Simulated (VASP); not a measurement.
MgC:

```xyz
8
Lattice="3.2468 0.0000 0.0000 -1.6234 2.8118 0.0000 0.0000 0.0000 10.6987" Properties=species:S:1:pos:R:3 pbc="T T T"
Mg    0.0000    0.0000    0.0000
Mg    0.0000    1.8745    2.6747
Mg    0.0000    0.0000    5.3493
Mg    1.6234    0.9373    8.0240
C     1.6234    0.9373    1.3373
C     1.6234    0.9373    4.0120
C     0.0000    1.8745    6.6867
C     0.0000    1.8745    9.3613
```

* Program: VASP 6.6.1
* Task: relaxation of cell and atoms
* Functional: PBE
* Potentials or basis: VASP PAW PBE potentials, release 64 (Mg, C)
* Cutoff: 600 eV
* k mesh: 6 × 6 × 2
* Occupations: gaussian, width 0.1 eV
* Spin: no spin polarisation

At the start: pressure -1.1 GPa; volume 12.21 Å³/atom.

**Question.** Where does the relaxation end?

**Answer.** Over 25 steps the energy falls by 805.5 meV/atom and the volume is 12.30 Å³/atom (+0.7 %); space group P6_3/mmc (No. 194, to 0.05 Å).

The path:
```
step  energy change (eV)  largest force (eV/Å)  pressure (GPa)  volume (Å³)
   1              0.0000                0.9662           -1.06        97.67
   2             -0.5706                1.3081           -0.52        96.43
   3             -3.4838                3.8136           -0.16        91.41
   4             20.9020               73.8332          142.41        75.01
   5             -2.1108                3.5283            1.47        90.75
   6             -3.6277                3.9995            4.79        86.59
   7             -2.9513                1.8008           22.89        81.28
   8             -3.8142                3.5484            7.91        84.95
   9             -3.7357                1.9578           13.70        83.11
  10             -3.8286                2.7518           11.12        83.82
  11             -3.9653                1.3413           12.89        84.22
  12             -3.9655                1.2530           13.03        84.24
  13             -4.1602                1.2071           11.54        85.22
  14             -4.6753                1.0580            7.61        88.18
  15             -5.4553                0.7189            1.58        94.21
  16             -5.9980                0.9080           -4.77       106.73
  17             -6.2569                0.6967           -6.72       105.95
  18             -6.2684                0.9817           -7.01       105.74
  19             -6.4199                0.1982           -1.49       101.04
  20             -6.4200                0.2252           -1.37       100.94
  21             -6.4322                0.1200           -1.00       100.16
  22             -6.4431                0.0820           -0.19        98.61
  23             -6.4432                0.0974           -0.13        98.49
  24             -6.4429                0.1616            0.50        98.25
  25             -6.4438                0.0160            0.15        98.38
```

Final structure:
```
Mg C
1.0
     3.54418    0.00000    0.00000
    -1.77209    3.06935    0.00000
     0.00000    0.00000    9.04388
Mg C
4 4
Direct
  0.00000 0.00000 0.00000
  0.33333 0.66667 0.25000
  0.00000 0.00000 0.50000
  0.66667 0.33333 0.75000
  0.66667 0.33333 0.17113
  0.66667 0.33333 0.32887
  0.33333 0.66667 0.67113
  0.33333 0.66667 0.82887
```

Caveat: the k points lie up to 0.35 Å⁻¹ apart in the final cell.
